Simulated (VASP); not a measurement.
# Li (P6_3/mmc) in VASP: a series of runs

Li is run at these levels: BLYP; tasks: single point.

Everything below comes from runs of VASP 6.6.1. Logs are shortened: lines on timing, memory, paths and dates and some standing lists are left out, and cuts for length are marked.

## Step 1: The cell of the first run

It takes space group P6_3/mmc (No. 194, hexagonal). Conventional cell: a = 3.048 Å, b = 3.048 Å, c = 9.929 Å, α = 90.00°, β = 90.00°, γ = 120.00°. Li (site symmetry -3m) has 12 Li at 3.04 to 3.05 Å within 4.0 Å. Li (site symmetry -6m2) has 12 Li at 3.04 to 3.05 Å within 4.0 Å.

This isn't the form of Li at room conditions, which is bcc.

## Step 2: Single point, BLYP

File INCAR:

```
PREC     = Accurate       # precision mode
ENCUT    = 520            # plane-wave cutoff, eV
EDIFF    = 1E-6           # SCF threshold, eV
ISMEAR   = -1             # smearing method
SIGMA    = 0.1            # smearing width, eV
LREAL    = F              # projectors in reciprocal space
LASPH    = T              # aspherical terms in the spheres
NELM     = 80             # most SCF steps
ALGO     = Normal         # electronic algorithm
ISIF     = 2              # what is computed and relaxed
LWAVE    = F              # write WAVECAR
LCHARG   = F              # write CHGCAR
GGA      = B5             # functional
ALDAX    = 1.0          
AGGAX    = 1.0          
AGGAC    = 1.0          
ALDAC    = 0.0          
NBANDS   = 14             # bands
```

File KPOINTS:

```
regular mesh
0
Gamma
  12 12 3
```

File POSCAR:

```
Li
1.0
    3.0477225706      0.0000000000      0.0000000000
   -1.5238612853      2.6394051699      0.0000000000
    0.0000000000      0.0000000000      9.9291199439
Li
4
Direct
    1.0000000000      1.0000000000      0.0000000000
    1.0000000000      1.0000000000      0.5000000000
    0.3333333333      0.6666666667      0.2500000000
    0.6666666667      0.3333333333      0.7500000000
```

Potentials or basis: VASP PAW PBE potentials, release 64 (Li_sv).

Run with:

```console
> cat potpaw_PBE.64/Li_sv/POTCAR > POTCAR
> mpirun -np 1 vasp_std > vasp.out
```

OUTCAR:

```text
PREC = Accurate
   ENCUT = 520
   EDIFF = 1E-6
   ISMEAR = -1
   LREAL = F
   LASPH = T
   NELM = 80
   ISIF = 2
   GGA = B5

 ion  position               nearest neighbor table
   1  0.000  0.000  0.000-
   2  0.000  0.000  0.500-
   3  0.333  0.667  0.250-
   4  0.667  0.333  0.750-

  LATTYP: Found a hexagonal cell.
 ALAT       =     3.0477225706
 C/A-ratio  =     3.2578818163

  Lattice vectors:

 A1 = (   3.0477225706,   0.0000000000,   0.0000000000)
 A2 = (  -1.5238612853,   2.6394051699,   0.0000000000)
 A3 = (   0.0000000000,   0.0000000000,   9.9291199439)

Analysis of symmetry for initial positions (statically):
=====================================================================
 Subroutine PRICEL returns:
 Original cell was already a primitive cell.

 Routine SETGRP: Setting up the symmetry group for a
 hexagonal supercell.

 Subroutine GETGRP returns: Found 24 space group operations
 (whereof 12 operations were pure point group operations)
 out of a pool of 24 trial point group operations.

The static configuration has the point symmetry D_3d.
 The point group associated with its full space group is D_6h.

Analysis of symmetry for dynamics (positions and initial velocities):
=====================================================================
 Subroutine PRICEL returns:
 Original cell was already a primitive cell.

 Routine SETGRP: Setting up the symmetry group for a
 hexagonal supercell.

 Subroutine GETGRP returns: Found 24 space group operations
 (whereof 12 operations were pure point group operations)
 out of a pool of 24 trial point group operations.

The dynamic configuration has the point symmetry D_3d.
 The point group associated with its full space group is D_6h.

 Subroutine INISYM returns: Found 24 space group operations
 (whereof 12 operations are pure point group operations),
 and found     1 'primitive' translations

----------------------------------------------------------------------------------------

                                     Primitive cell

  volume of cell :      79.8716

  direct lattice vectors                    reciprocal lattice vectors
     3.047722571  0.000000000  0.000000000     0.328113854  0.189436622  0.000000000
    -1.523861285  2.639405170  0.000000000     0.000000000  0.378873244  0.000000000
     0.000000000  0.000000000  9.929119944     0.000000000  0.000000000  0.100713860

  length of vectors
     3.047722571  3.047722571  9.929119944     0.378873244  0.378873244  0.100713860

  position of ions in fractional coordinates (direct lattice)
     0.000000000  0.000000000  0.000000000
     0.000000000  0.000000000  0.500000000
     0.333333333  0.666666667  0.250000000
     0.666666667  0.333333333  0.750000000

  ion indices of the primitive-cell ions
   primitive index   ion index
                 1           1
                 2           2
                 3           3
                 4           4

----------------------------------------------------------------------------------------

 KPOINTS: regular mesh

Automatic generation of k-mesh.
 Grid dimensions read from file:
 generate k-points for:   12   12    3

 Generating k-lattice:

  Cartesian coordinates                     Fractional coordinates (reciprocal lattice)
     0.027342821  0.015786385  0.000000000     0.083333333  0.000000000  0.000000000
     0.000000000  0.031572770  0.000000000     0.000000000  0.083333333  0.000000000
     0.000000000  0.000000000  0.033571287     0.000000000  0.000000000  0.333333333

  Length of vectors
     0.031572770  0.031572770  0.033571287

  Shift w.r.t. Gamma in fractional coordinates (k-lattice)
     0.000000000  0.000000000  0.000000000

 Subroutine IBZKPT returns following result:
 ===========================================

 Found     38 irreducible k-points:

 Following reciprocal coordinates:
            Coordinates               Weight
  0.000000  0.000000  0.000000      1.000000
  0.083333 -0.000000  0.000000      6.000000
  0.166667 -0.000000  0.000000      6.000000
  0.250000 -0.000000  0.000000      6.000000
  0.333333 -0.000000  0.000000      6.000000
  0.416667 -0.000000  0.000000      6.000000
[... 16 lines left out ...]
  0.250000 -0.000000  0.333333     12.000000
  0.333333 -0.000000  0.333333     12.000000
 [... further k-points ...]
   k-points           NKPTS =     38   k-points in BZ     NKDIM =     38   number of bands    NBANDS=     14
   number of dos      NEDOS =    301   number of ions     NIONS =      4
   total plane-waves  NPLWV =  46080
   dimension x,y,z NGX =    24 NGY =   24 NGZ =   80
   dimension x,y,z NGXF=    48 NGYF=   48 NGZF=  160
   ions per type =               4
   NGX,Y,Z   is equivalent  to a cutoff of  13.09, 13.09, 13.39 a.u.
   NGXF,Y,Z  is equivalent  to a cutoff of  26.18, 26.18, 26.79 a.u.
 SYSTEM =  unknown system
   PREC   = accura    normal or accurate (medium, high low for compatibility)
   ISTART =      0    job   : 0-new  1-cont  2-samecut
   ICHARG =      2    charge: 1-file 2-atom 10-const
   ISPIN  =      1    spin polarized calculation?
   LNONCOLLINEAR =      F non collinear calculations
   LSORBIT =      F    spin-orbit coupling
   LASPH  =      T    aspherical Exc in radial PAW
   ENCUT  =  520.0 eV  38.22 Ry    6.18 a.u.   5.67  5.67 18.46*2*pi/ulx,y,z
   NELM   =     80;   NELMIN=  2; NELMDL= -5     # of ELM steps
   EDIFF  = 0.1E-05   stopping-criterion for ELM
   LREAL  =      F    real-space projection
   EDIFFG = 0.1E-04   stopping-criterion for IOM
   NSW    =      0    number of steps for IOM
   IBRION =     -1    ionic relax: 0-MD 1-quasi-New 2-CG
   NFREE  =      0    steps in history (QN), initial steepest desc. (CG)
   ISIF   =      2    stress and relaxation
   ISYM   =      2    0-nonsym 1-usesym 2-fastsym
   POTIM  = 0.5000    time-step for ionic-motion
   TEBEG  =    0.0;   TEEND  =   0.0 temperature during run
   PSTRESS=    0.0 pullay stress
   NELECT =      12.0000    total number of electrons
   NUPDOWN=      -1.0000    fix difference up-down
   EMIN   =  10.00;   EMAX   =-10.00  energy-range for DOS
   EFERMI =   0.00;   METHOD = LEGACY
   ISMEAR =    -1;   SIGMA  =   0.10  broadening in eV -4-tet -1-fermi 0-gaus
   EFERMI_NEDOS =   21; number of points for ismear=-14 and -15
   IALGO  =     38    algorithm
   IMIX   =      4    mixing-type and parameters
     AMIX     =   0.40;   BMIX     =  1.00
     AMIX_MAG =   1.60;   BMIX_MAG =  1.00
  volume/ion in A,a.u.               =      19.97       134.75
  Fermi-wavevector in a.u.,A,eV,Ry     =   0.870304  1.644637 10.305457  0.757430
  Thomas-Fermi vector in A             =   1.989251
   LORBIT       =      0    0 simple, 1 ext, 2 COOP (PROOUT), +10 PAW based schemes
   GGA     = B5    functional components
   LHFCALC =     F    Hartree Fock is set to
   AEXX    =    0.0000 exact exchange contribution
   IVDW    =     0    specifies the selected vdW correction
   LEPSILON=     F    determine dielectric tensor
   LRPA    =     F    only Hartree local field effects (RPA)
 non-spin polarized calculation
  energy-cutoff  :      520.00
  volume of cell :       79.87
 maximum number of plane-waves:      2170
 NGX is ok and might be reduce to    24
   NGX = 11   NGY = 11   NGZ = 37

 number of electron      12.0000004 magnetization

 Free energy of the ion-electron system (eV)
  ---------------------------------------------------
  ext. energy  EPLUGINS =         0.00000000
  ---------------------------------------------------
  free energy    TOTEN  =        -6.31264690 eV

  energy without entropy =       -6.24873633  energy(sigma->0) =       -6.28069162

 E-fermi :   1.0485     XC(G=0):  -6.6846

 val. band max:        1.0195692629   @ k =   0.5000  -0.0000   0.0000
 cond. band min:       1.0621410935   @ k =   0.3333   0.1667   0.3333
 fundamental gap:      0.0425718306
 Fermi energy:         1.0484729120

 k-point     1 :       0.0000    0.0000    0.0000
  band No.  band energies     occupation
      1     -46.1190      2.00000
      2     -46.1099      2.00000
      3     -46.1096      2.00000
      4     -46.1006      2.00000
      5      -2.4690      2.00000
      6      -1.3527      2.00000
      7      -1.3517      2.00000
      8       1.0720      0.88271
      9       4.0848      0.00000
     10       9.1353      0.00000
     11       9.1405      0.00000
     12      13.4936      0.00000
     13      13.4936      0.00000
     14      14.0802      0.00000

 k-point     2 :       0.0833   -0.0000    0.0000
  band No.  band energies     occupation
      1     -46.1179      2.00000
      2     -46.1092      2.00000
      3     -46.1088      2.00000
      4     -46.1001      2.00000
      5      -2.3588      2.00000
      6      -1.2392      2.00000
      7      -1.2382      2.00000
      8       1.2186      0.30851
      9       4.1236      0.00000
     10       9.1781      0.00000
     11       9.1912      0.00000
     12      12.3978      0.00000
     13      12.7112      0.00000
     14      13.4625      0.00000

 k-point     3 :       0.1667   -0.0000    0.0000
  band No.  band energies     occupation
      1     -46.1149      2.00000
      2     -46.1070      2.00000
      3     -46.1066      2.00000
      4     -46.0987      2.00000
      5      -2.0281      2.00000
      6      -0.9004      2.00000
      7      -0.8993      2.00000
      8       1.6577      0.00451
      9       4.2233      0.00000
     10       9.1203      0.00000
     11       9.2599      0.00000
     12      10.6768      0.00000
     13      11.4910      0.00000
     14      11.6298      0.00000
[... 324 lines left out ...]
 k-point    23 :       0.2500   -0.0000    0.3333
  band No.  band energies     occupation
      1     -46.1097      2.00000
      2     -46.1072      2.00000
      3     -46.1004      2.00000
      4     -46.0979      2.00000
      5      -1.3513      2.00000
      6      -0.9734      2.00000
      7       0.5358      1.98820
      8       1.6095      0.00729
      9       5.3100      0.00000
     10       6.9779      0.00000
     11       8.6227      0.00000
     12       9.0840      0.00000
     13      10.2503      0.00000
     14      10.8615      0.00000

 k-point    24 :       0.3333   -0.0000    0.3333
  band No.  band energies     occupation
      1     -46.1054      2.00000
      2     -46.1035      2.00000
      3     -46.0982      2.00000
      4     -46.0962      2.00000
      5      -0.5866      2.00000
      6      -0.2142      1.99999
      7       1.2795      0.18049
      8       2.3749      0.00000
      9       5.0040      0.00000
     10       5.9486      0.00000
     11       7.4801      0.00000
     12       8.0891      0.00000
     13       9.0819      0.00000
     14       9.3839      0.00000

 [... further k-points ...]
[... 5 lines left out ...]
  --------------------------------------------------------------------------------------
  -------------------------------------------------------------------------------------
  Total       -0.0215366     -0.0215366     -0.0204923     -0.0000000      0.0000000     -0.0000000
  in kB       -0.4320126     -0.4320126     -0.4110644     -0.0000000      0.0000000     -0.0000000
  external PRESSURE =      -0.4250299 kB  Pullay stress =       0.0000000 kB

 VOLUME and BASIS-vectors are now :
 -----------------------------------------------------------------------------
  energy-cutoff  :      520.00
  volume of cell :       79.87
      direct lattice vectors                 reciprocal lattice vectors
     3.047722571  0.000000000  0.000000000     0.328113854  0.189436622  0.000000000
    -1.523861285  2.639405170  0.000000000     0.000000000  0.378873244  0.000000000
     0.000000000  0.000000000  9.929119944     0.000000000  0.000000000  0.100713860

 POSITION                                       TOTAL-FORCE (eV/Angst)
 -----------------------------------------------------------------------------------
      0.00000      0.00000      0.00000         0.000000      0.000000      0.000000
      0.00000      0.00000      4.96456         0.000000      0.000000      0.000000
     -0.00000      1.75960      2.48228         0.000000      0.000000     -0.000000
      1.52386      0.87980      7.44684        -0.000000     -0.000000      0.000000
 -----------------------------------------------------------------------------------
    total drift:                               -0.000000      0.000000     -0.000000

  FREE ENERGIE OF THE ION-ELECTRON SYSTEM (eV)
  ---------------------------------------------------
  free  energy   TOTEN  =        -6.3126469034 eV

  energy  without entropy=       -6.2487363282  energy(sigma->0) =       -6.28069162
```

Wall time 38 s (1 thread of AMD EPYC 9R45 (Zen 5), shared host); peak memory 0.16 GiB.

Results:

```
Free energy            : -6.3126 eV
Band gap on the k mesh : zero (bands 6 and 7 overlap by 4.00 eV)
```

Caveat: the cutoff is under 1.25 times the usual one of these potentials, so pressure, stress and relaxed cells hold a basis-set (Pulay) error; the PAW data sets were made with another functional, which shifts forces and pressure a little.

## Step 3: Single point, BLYP (17.57 Å³/atom)

This run uses another cell than the first one, of 17.57 Å³/atom.

File INCAR:

```
SYSTEM = Li
PREC = Accurate ; ENCUT = 520
EDIFF = 1E-7 ; ISMEAR = -1
SIGMA = 0.1 ; LREAL = .FALSE.
LASPH = .TRUE. ; NELM = 80
ALGO = Normal ; ISIF = 2
LWAVE = .FALSE. ; LCHARG = .FALSE.
GGA = B5 ; ALDAX = 1.0
AGGAX = 1.0 ; AGGAC = 1.0
ALDAC = 0.0 ; NBANDS = 14
```

File KPOINTS:

```
regular mesh
0
G
  13 13 4
  0 0 0
```

File POSCAR:

```
Li
1.0
    2.9205836888      0.0000000000      0.0000000000
   -1.4602918444      2.5292996683      0.0000000000
    0.0000000000      0.0000000000      9.5149164925
Li
4
Direct
    1.0000000000      1.0000000000      0.0000000000
    1.0000000000      1.0000000000      0.5000000000
    0.3333333333      0.6666666667      0.2500000000
    0.6666666667      0.3333333333      0.7500000000
```

Potentials or basis: VASP PAW PBE potentials, release 64 (Li_sv).

Run with:

```console
> cat potpaw_PBE.64/Li_sv/POTCAR > POTCAR
> mpirun -np 1 vasp_std > vasp.out
```

Wall time 52 s (1 thread of AMD EPYC 9R45 (Zen 5), shared host); peak memory 0.17 GiB.

The run converged. Its results:

| Quantity | Value |
| --- | --- |
| Free energy | -6.2418 eV |
| Band gap on the k mesh | zero (bands 6 and 7 overlap by 4.27 eV) |

Levels at points of the mesh, in eV from the Fermi level:
```
           k point  band 2  band 3  band 4  band 5  band 6  band 7  band 8  band 9  band 10  band 11
(0.00, 0.00, 0.00)  -47.00  -47.00  -46.98   -3.72   -2.56   -2.56   -0.08    3.45     8.81     8.81
(0.00, 0.00, 0.50)  -47.01  -46.99  -46.99   -3.43   -3.43   -1.18   -1.18    5.28     5.28    12.95
```

Caveat: the cutoff is under 1.25 times the usual one of these potentials, so pressure, stress and relaxed cells hold a basis-set (Pulay) error; the PAW data sets were made with another functional, which shifts forces and pressure a little.

(Part 1 of 2 ends here.)

The gap in the log of VASP goes by the Fermi energy; the results here count the filled bands.